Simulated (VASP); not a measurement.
# PbI2 (P-3m1) in VASP: further runs

PbI2 is run at these levels: PBE; tasks: relaxation of shape and atoms at fixed volume.

Everything below comes from runs of VASP 6.6.1. Logs are shortened: lines on timing, memory, paths and dates and some standing lists are left out, and cuts for length are marked.

**1. The cell of the first run**

The structure is trigonal, space group P-3m1 (No. 164). Conventional cell: a = 4.282 Å, b = 4.282 Å, c = 6.737 Å, α = 90.00°, β = 90.00°, γ = 120.00°. Within 4.0 Å of Pb (site symmetry -3m) lie 6 I at 3.03 Å. I (site symmetry 3m) has 3 Pb at 3.03 Å and 3 I at 4.08 Å within 4.1 Å.

**2. Relaxation of shape and atoms at fixed volume, PBE**

INCAR

```
PREC = Accurate
ENCUT = 500
EDIFF = 1E-7
ISMEAR = -1
SIGMA = 0.03
LREAL = False
LASPH = True
NELM = 120
ALGO = Normal
ISIF = 4
LWAVE = False
LCHARG = False
GGA = PE
IBRION = 2
NSW = 50
EDIFFG = -0.01
GGA_COMPAT = False
NELMIN = 4
```

KPOINTS

```
Automatic mesh
0
Gamma
  7 7 4
```

POSCAR

```
PbI2
1.0
    4.2820421909      0.0000000000      0.0000000000
   -2.1410210954      3.7083573174      0.0000000000
    0.0000000000      0.0000000000      6.7368292062
Pb I
1 2
Direct
    0.0000000000      0.0000000000      0.0000000000
    0.6666666667      0.3333333333      0.7409464800
    0.3333333333      0.6666666667      0.2590535200
```

Potentials or basis: VASP PAW PBE potentials, release 64 (Pb_d, I).

Launch:

```
$ cat potpaw_PBE.64/Pb_d/POTCAR potpaw_PBE.64/I/POTCAR > POTCAR
$ mpirun -np 1 vasp_std > vasp.out
```

OUTCAR:

```text
PREC = Accurate
   ENCUT = 500
   EDIFF = 1E-7
   ISMEAR = -1
   LREAL = False
   LASPH = True
   NELM = 120
   ISIF = 4
   GGA = PE
   IBRION = 2
   NSW = 50
   EDIFFG = -0.01
   NELMIN = 4

 ion  position               nearest neighbor table
   1  0.000  0.000  0.000-   2 3.03   3 3.03   3 3.03   2 3.03   2 3.03   3 3.03
   2  0.667  0.333  0.741-   1 3.03   1 3.03   1 3.03
   3  0.333  0.667  0.259-   1 3.03   1 3.03   1 3.03

  LATTYP: Found a hexagonal cell.
 ALAT       =     4.2820421909
 C/A-ratio  =     1.5732748315

  Lattice vectors:

 A1 = (   4.2820421909,   0.0000000000,   0.0000000000)
 A2 = (  -2.1410210954,   3.7083573174,   0.0000000000)
 A3 = (   0.0000000000,   0.0000000000,   6.7368292062)

Analysis of symmetry for initial positions (statically):
=====================================================================
 Subroutine PRICEL returns:
 Original cell was already a primitive cell.

 Routine SETGRP: Setting up the symmetry group for a
 hexagonal supercell.

 Subroutine GETGRP returns: Found 12 space group operations
 (whereof 12 operations were pure point group operations)
 out of a pool of 24 trial point group operations.

The static configuration has the point symmetry D_3d.

Analysis of symmetry for dynamics (positions and initial velocities):
=====================================================================
 Subroutine PRICEL returns:
 Original cell was already a primitive cell.

 Routine SETGRP: Setting up the symmetry group for a
 hexagonal supercell.

 Subroutine GETGRP returns: Found 12 space group operations
 (whereof 12 operations were pure point group operations)
 out of a pool of 24 trial point group operations.

The dynamic configuration has the point symmetry D_3d.

 Subroutine INISYM returns: Found 12 space group operations
 (whereof 12 operations are pure point group operations),
 and found     1 'primitive' translations

----------------------------------------------------------------------------------------

                                     Primitive cell

  volume of cell :     106.9764

  direct lattice vectors                    reciprocal lattice vectors
     4.282042191  0.000000000  0.000000000     0.233533430  0.134830589  0.000000000
    -2.141021095  3.708357317  0.000000000     0.000000000  0.269661177  0.000000000
     0.000000000  0.000000000  6.736829206     0.000000000  0.000000000  0.148437784

  length of vectors
     4.282042191  4.282042191  6.736829206     0.269661177  0.269661177  0.148437784

  position of ions in fractional coordinates (direct lattice)
     0.000000000  0.000000000  0.000000000
     0.666666667  0.333333333  0.740946480
     0.333333333  0.666666667  0.259053520

  ion indices of the primitive-cell ions
   primitive index   ion index
                 1           1
                 2           2
                 3           3

----------------------------------------------------------------------------------------

 KPOINTS: Automatic mesh

Automatic generation of k-mesh.
 Grid dimensions read from file:
 generate k-points for:    7    7    4

 Generating k-lattice:

  Cartesian coordinates                     Fractional coordinates (reciprocal lattice)
     0.033361919  0.019261513  0.000000000     0.142857143  0.000000000  0.000000000
     0.000000000  0.038523025  0.000000000     0.000000000  0.142857143  0.000000000
     0.000000000  0.000000000  0.037109446     0.000000000  0.000000000  0.250000000

  Length of vectors
     0.038523025  0.038523025  0.037109446

  Shift w.r.t. Gamma in fractional coordinates (k-lattice)
     0.000000000  0.000000000  0.000000000

 Subroutine IBZKPT returns following result:
 ===========================================

 Found     28 irreducible k-points:

 Following reciprocal coordinates:
            Coordinates               Weight
  0.000000  0.000000  0.000000      1.000000
  0.142857  0.000000  0.000000      6.000000
  0.285714  0.000000  0.000000      6.000000
  0.428571  0.000000  0.000000      6.000000
  0.142857  0.142857  0.000000      6.000000
  0.285714  0.142857  0.000000     12.000000
[... 16 lines left out ...]
  0.285714  0.000000  0.500000      6.000000
  0.428571  0.000000  0.500000      6.000000
 [... further k-points ...]
   k-points           NKPTS =     28   k-points in BZ     NKDIM =     28   number of bands    NBANDS=     18
   number of dos      NEDOS =    301   number of ions     NIONS =      3
   total plane-waves  NPLWV =  51200
   dimension x,y,z NGX =    32 NGY =   32 NGZ =   50
   dimension x,y,z NGXF=    64 NGYF=   64 NGZF=  100
   ions per type =               1   2
   NGX,Y,Z   is equivalent  to a cutoff of  12.42, 12.42, 12.34 a.u.
   NGXF,Y,Z  is equivalent  to a cutoff of  24.85, 24.85, 24.68 a.u.
 SYSTEM =  unknown system
   PREC   = accura    normal or accurate (medium, high low for compatibility)
   ISTART =      0    job   : 0-new  1-cont  2-samecut
   ICHARG =      2    charge: 1-file 2-atom 10-const
   ISPIN  =      1    spin polarized calculation?
   LNONCOLLINEAR =      F non collinear calculations
   LSORBIT =      F    spin-orbit coupling
   LASPH  =      T    aspherical Exc in radial PAW
   ENCUT  =  500.0 eV  36.75 Ry    6.06 a.u.   7.81  7.81 12.28*2*pi/ulx,y,z
   NELM   =    120;   NELMIN=  4; NELMDL= -5     # of ELM steps
   EDIFF  = 0.1E-06   stopping-criterion for ELM
   LREAL  =      F    real-space projection
   EDIFFG = -.1E-01   stopping-criterion for IOM
   NSW    =     50    number of steps for IOM
   IBRION =      2    ionic relax: 0-MD 1-quasi-New 2-CG
   NFREE  =      1    steps in history (QN), initial steepest desc. (CG)
   ISIF   =      4    stress and relaxation
   ISYM   =      2    0-nonsym 1-usesym 2-fastsym
   POTIM  = 0.5000    time-step for ionic-motion
   TEBEG  =    0.0;   TEEND  =   0.0 temperature during run
   PSTRESS=    0.0 pullay stress
   NELECT =      28.0000    total number of electrons
   NUPDOWN=      -1.0000    fix difference up-down
   EMIN   =  10.00;   EMAX   =-10.00  energy-range for DOS
   EFERMI =   0.00;   METHOD = LEGACY
   ISMEAR =    -1;   SIGMA  =   0.03  broadening in eV -4-tet -1-fermi 0-gaus
   EFERMI_NEDOS =   21; number of points for ismear=-14 and -15
   IALGO  =     38    algorithm
   IMIX   =      4    mixing-type and parameters
     AMIX     =   0.40;   BMIX     =  1.00
     AMIX_MAG =   1.60;   BMIX_MAG =  1.00
  volume/ion in A,a.u.               =      35.66       240.64
  Fermi-wavevector in a.u.,A,eV,Ry     =   1.047204  1.978930 14.920655  1.096637
  Thomas-Fermi vector in A             =   2.182075
   LORBIT       =      0    0 simple, 1 ext, 2 COOP (PROOUT), +10 PAW based schemes
   GGA     = PE    functional components
   LHFCALC =     F    Hartree Fock is set to
   AEXX    =    0.0000 exact exchange contribution
   IVDW    =     0    specifies the selected vdW correction
   LEPSILON=     F    determine dielectric tensor
   LRPA    =     F    only Hartree local field effects (RPA)
 conjugate gradient relaxation of ions
 non-spin polarized calculation
  energy-cutoff  :      500.00
  volume of cell :      106.98
 maximum number of plane-waves:      2728
 NGX is ok and might be reduce to    32
   NGX = 15   NGY = 15   NGZ = 25

--------------------------------------- Ionic step        1  -------------------------------------------

 number of electron      28.0000003 magnetization

 Free energy of the ion-electron system (eV)
  ---------------------------------------------------
  ext. energy  EPLUGINS =         0.00000000
  ---------------------------------------------------
  free energy    TOTEN  =        -7.88524924 eV

  energy without entropy =       -7.88524924  energy(sigma->0) =       -7.88524924

------------------------ aborting loop because EDIFF is reached ----------------------------------------

  FORCE on cell =-STRESS in cart. coord.  units (eV):
  Direction    XX          YY          ZZ          XY          YZ          ZX
  --------------------------------------------------------------------------------------
  -------------------------------------------------------------------------------------
  Total        6.5763015      6.5763015      6.3892061      0.0000000     -0.0000000     -0.0000000
  in kB       98.4927462     98.4927462     95.6906324      0.0000000     -0.0000000     -0.0000000
  external PRESSURE =      97.5587082 kB  Pullay stress =       0.0000000 kB
[... 133 lines left out ...]
  energy  without entropy=       -8.2035185141  energy(sigma->0) =       -8.20351851

--------------------------------------- Ionic step        5  -------------------------------------------

 number of electron      28.0000002 magnetization

 Free energy of the ion-electron system (eV)
  ---------------------------------------------------
  ext. energy  EPLUGINS =         0.00000000
  ---------------------------------------------------
  free energy    TOTEN  =        -8.20356013 eV

  energy without entropy =       -8.20356013  energy(sigma->0) =       -8.20356013

 E-fermi :   5.5107     XC(G=0):  -8.9148

 val. band max:        4.9448296817   @ k =   0.0000   0.0000   0.5000
 cond. band min:       6.8411006524   @ k =   0.0000   0.0000   0.5000
 fundamental gap:      1.8962709706
 Fermi energy:         5.5106599820

 k-point     1 :       0.0000    0.0000    0.0000
  band No.  band energies     occupation
      1     -11.8250      2.00000
      2     -11.8250      2.00000
      3     -11.7930      2.00000
      4     -11.7852      2.00000
      5     -11.7852      2.00000
      6      -8.4989      2.00000
[... 10 lines left out ...]
     17       8.0206      0.00000
     18      11.3290      0.00000
[... 466 lines left out ...]
      2     -11.8064      2.00000
      3     -11.8048      2.00000
      4     -11.7730      2.00000
      5     -11.7676      2.00000
      6      -7.4421      2.00000
[... 10 lines left out ...]
     17       8.5984      0.00000
     18       9.9001      0.00000

 [... further k-points ...]

------------------------ aborting loop because EDIFF is reached ----------------------------------------

  FORCE on cell =-STRESS in cart. coord.  units (eV):
  Direction    XX          YY          ZZ          XY          YZ          ZX
  --------------------------------------------------------------------------------------
  -------------------------------------------------------------------------------------
  Total        3.6691439      3.6691439      3.6401193      0.0000000      0.0000000     -0.0000000
  in kB       54.9524772     54.9524772     54.5177780      0.0000000      0.0000000     -0.0000000
  external PRESSURE =      54.8075775 kB  Pullay stress =       0.0000000 kB
[... 18 lines left out ...]
  FREE ENERGIE OF THE ION-ELECTRON SYSTEM (eV)
  ---------------------------------------------------
  free  energy   TOTEN  =        -8.2035601277 eV

  energy  without entropy=       -8.2035601276  energy(sigma->0) =       -8.20356013

 reached required accuracy - stopping structural energy minimisation
```

It took 3.1 min on 1 thread of Oxide Virtual Turin-like, shared host; peak memory 0.21 GiB.

What came out:

* Free energy: -8.2036 eV
* Energy gained by relaxing: 106.1 meV/atom
* Ionic steps: 5
* Pressure after relaxing: 5.5 GPa
* Largest force after relaxing: 0.006 eV/Å
* Band gap on the k mesh: 1.90 eV

Forces in eV/Å, atoms in the order of the input:
```
Pb   0.000  0.000  0.000
I    0.000  0.000  0.006
I    0.000  0.000 -0.006
```

The path:
```
step  energy change (eV)  largest force (eV/Å)  pressure (GPa)  volume (Å³)
   1              0.0000                1.4497            9.76       106.98
   2             -0.1702                0.9862            8.17       106.98
   3             -0.3183                0.0158            5.53       106.98
   4             -0.3183                0.0130            5.46       106.98
   5             -0.3183                0.0064            5.48       106.98
```

Final structure:
```cif
data_structure
_symmetry_space_group_name_H-M 'P 1'
_symmetry_Int_Tables_number 1
_cell_length_a 4.2972
_cell_length_b 4.2972
_cell_length_c 6.6895
_cell_angle_alpha 90.000
_cell_angle_beta 90.000
_cell_angle_gamma 120.000
_cell_volume 106.98
loop_
_atom_site_label
_atom_site_type_symbol
_atom_site_fract_x
_atom_site_fract_y
_atom_site_fract_z
_atom_site_occupancy
Pb1 Pb 0.00000 0.00000 0.00000 1
I1 I 0.66667 0.33333 0.70801 1
I2 I 0.33333 0.66667 0.29199 1
```

Caveat: spin-orbit coupling is left out, which moves the levels of the heavy elements.

**3. Relaxation of shape and atoms at fixed volume, PBE**

This run uses another cell than the first one, of 37.89 Å³/atom.

INCAR

```
SYSTEM = PbI2
PREC     = Accurate       ! precision mode
ENCUT    = 500            ! plane-wave cutoff, eV
EDIFF    = 1E-7           ! SCF threshold, eV
ISMEAR   = -1             ! smearing method
SIGMA    = 0.03           ! smearing width, eV
LREAL    = .False.        ! projectors in reciprocal space
LASPH    = .True.         ! aspherical terms in the spheres
NELM     = 120            ! most SCF steps
ALGO     = Normal         ! electronic algorithm
ISIF     = 4              ! what is computed and relaxed
LWAVE    = .False.        ! write WAVECAR
LCHARG   = .False.        ! write CHGCAR
GGA      = PE             ! functional
IBRION   = 2              ! ionic algorithm
NSW      = 50             ! ionic steps
EDIFFG   = -0.01          ! ionic threshold
GGA_COMPAT= .False.      
NELMIN   = 4
```

KPOINTS

```
regular mesh
0
Gamma
  7 7 4
  0 0 0
```

POSCAR

```
PbI2
1.0
    4.3694548388      0.0000000000      0.0000000000
   -2.1847274194      3.7840588911      0.0000000000
    0.0000000000      0.0000000000      6.8743533250
Pb I
1 2
Direct
    0.0000000000      0.0000000000      0.0000000000
    0.6666666667      0.3333333333      0.7409464800
    0.3333333333      0.6666666667      0.2590535200
```

Potentials or basis: VASP PAW PBE potentials, release 64 (Pb_d, I).

Launch:

```
$ cat potpaw_PBE.64/Pb_d/POTCAR potpaw_PBE.64/I/POTCAR > POTCAR
$ mpirun -np 1 vasp_std > vasp.out
```

Run time: 3.2 min. Hardware: 1 thread of Oxide Virtual Turin-like, shared host; peak memory 0.21 GiB.

The run converged. Its results:

* Free energy: -8.3901 eV
* Energy gained by relaxing: 56.8 meV/atom
* Ionic steps: 6
* Pressure after relaxing: 3.5 GPa
* Largest force after relaxing: 0.007 eV/Å
* Band gap on the k mesh: 2.00 eV

Forces in eV/Å, atoms in the order of the input:
```
Pb   0.000  0.000  0.000
I    0.000  0.000 -0.007
I    0.000  0.000  0.007
```

The path:
```csv
step,energy change (eV),largest force (eV/Å),pressure (GPa),volume (Å³)
1,0.0000,0.9679,6.39,113.66
2,-0.0782,0.7052,5.50,113.66
3,-0.1686,0.0166,3.50,113.66
4,-0.1687,0.0038,3.45,113.66
5,-0.1696,0.0000,3.47,113.66
6,-0.1704,0.0068,3.51,113.66
```

Final structure:
```
Pb I
1.0
     4.40915    0.00000    0.00000
    -2.20457    3.81844    0.00000
     0.00000    0.00000    6.75113
Pb I
1 2
Direct
  0.00000 0.00000 0.00000
  0.66667 0.33333 0.71524
  0.33333 0.66667 0.28476
```

Levels at points of the mesh, in eV from the valence-band top:
```tsv
k point	band 11	band 12	band 13	band 14	band 15	band 16	band 17	band 18
(0.00, 0.00, 0.00)	-1.36	-1.30	-1.30	-1.17	2.38	3.16	3.16	6.53
(0.00, 0.00, 0.50)	-1.57	-1.02	-1.02	0.00	2.00	2.87	2.87	5.59
```

Caveat: spin-orbit coupling is left out, which moves the levels of the heavy elements; this functional lacks dispersion, which binds layers or chains, so the pressure and a relaxed spacing across them are unreliable.

(Continued in part 2 of 2.)
